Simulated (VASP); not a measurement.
Here is a VASP 6.6.1 calculation.

The input INCAR:

```
  PREC = Accurate
  ENCUT = 520
  EDIFF = 1E-6
  ISMEAR = 0
  SIGMA = 0.1
  LREAL = F
  LASPH = T
  NELM = 100
  ALGO = Normal
  ISIF = 2
  LWAVE = F
  LCHARG = T
  GGA = PE
  LELF = T
  LVHAR = T
  NBANDS = 16
```

File KPOINTS:

```
regular mesh
0
Gamma
  12 12 12
```

File POSCAR:

```
GaSb
1.0
    0.0000000000      3.0708689200      3.0708689200
    3.0708689200      0.0000000000      3.0708689200
    3.0708689200      3.0708689200      0.0000000000
Ga Sb
1 1
Direct
    0.0000000000      0.0000000000      0.0000000000
    0.7500000000      0.7500000000      0.7500000000
```

Potentials or basis: VASP PAW PBE potentials, release 64 (Ga_d, Sb).

The run is started by

```bash
$ cat potpaw_PBE.64/Ga_d/POTCAR potpaw_PBE.64/Sb/POTCAR > POTCAR
$ mpirun -np 1 vasp_std > vasp.out
```

**Question.** Predict the band gap on the k mesh.

**Answer.** Zero (filled and empty bands touch).

**Question.** Estimate the pressure.

**Answer.** 1.8 GPa.

Caveat: the cell differs from its parent crystal (strained); semilocal functionals underestimate gaps, so a narrow gap can read as zero; spin-orbit coupling is left out, which moves the levels of the heavy elements.
